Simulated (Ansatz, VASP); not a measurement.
**C in VASP and in Ansatz**

File INCAR:

```
PREC = Accurate
ENCUT = 520
EDIFF = 1E-6
ISMEAR = 0
SIGMA = 0.15
LREAL = False
LASPH = True
NELM = 80
ALGO = Normal
ISIF = 2
LWAVE = False
LCHARG = False
GGA = PE
NBANDS = 16
```

The input KPOINTS:

```
Automatic mesh
0
Gamma
  21 21 6
```

The input POSCAR:

```
C
1.0
    1.1686002944     -2.1350461885      0.0000000000
    1.1686002944      2.1350461885      0.0000000000
    0.0000000000      0.0000000000      8.7029515813
C
4
Direct
    0.0833329406      0.9166670594      0.7503043452
    0.5833329406      0.4166670594      0.2496956548
    0.9166670594      0.0833329406      0.2496956548
    0.4166670594      0.5833329406      0.7503043452
```

Input for Ansatz:

```yaml
crystal:
  lattice:
    - [1.1686002944, -2.1350461885, 0.0]
    - [1.1686002944, 2.1350461885, 0.0]
    - [0.0, 0.0, 8.7029515813]
  atoms:
    - { symbol: C, position: [0.0833329406, 0.9166670594, 0.7503043452] }
    - { symbol: C, position: [0.5833329406, 0.4166670594, 0.2496956548] }
    - { symbol: C, position: [0.9166670594, 0.0833329406, 0.2496956548] }
    - { symbol: C, position: [0.4166670594, 0.5833329406, 0.7503043452] }
basis:
  ecutwfc: 520.0
kpoints:
  mp_grid: { grid: [21, 21, 6] }
hamiltonian:
  xc: pbe
  pseudopotentials: { kind: paw, azcp: { folder: soft_1 } }
scf:
  occupations: { method: gaussian, width: 0.15 }
output:
  forces: true
  stress: true
  eigenvalues: true
```

Change from the starting cell: volume 10.857 Å^3 an atom, stretch along a over the lengths across it, relative to the relaxed cell 0.9480.

Alike in both runs: task single point; functional PBE; k mesh 21 × 21 × 6; occupations gaussian, width 0.15 eV; no spin polarisation.

```csv
,VASP,Ansatz
version,VASP 6.6.1,Ansatz 0.2.0
potentials or method,"VASP PAW PBE potentials, release 64 (C), cutoff 520 eV","scalar-relativistic, plane waves, PAW"
valence electrons in the cell,16,16
```

|  | VASP | Ansatz | Ansatz less VASP |
| --- | --- | --- | --- |
| gap on the k mesh at the Fermi level (eV) | 0.59 | 0.59 | -0.002 |
| least direct gap on the mesh (eV) | 0.59 | 0.59 | -0.002 |
| pressure (GPa) | 20.4 | 20.0 | -0.36 |
| traceless stress, the component that is largest in VASP (GPa) | 31.49 | 31.22 | -0.272 |
| rms of the force components (eV/Å) | 0.521 | 0.516 | -0.0044 |

Atom by atom the forces differ by 0.004 eV/Å (rms over components). With one functional, cell and mesh, what is left measures potentials, basis and numerics.
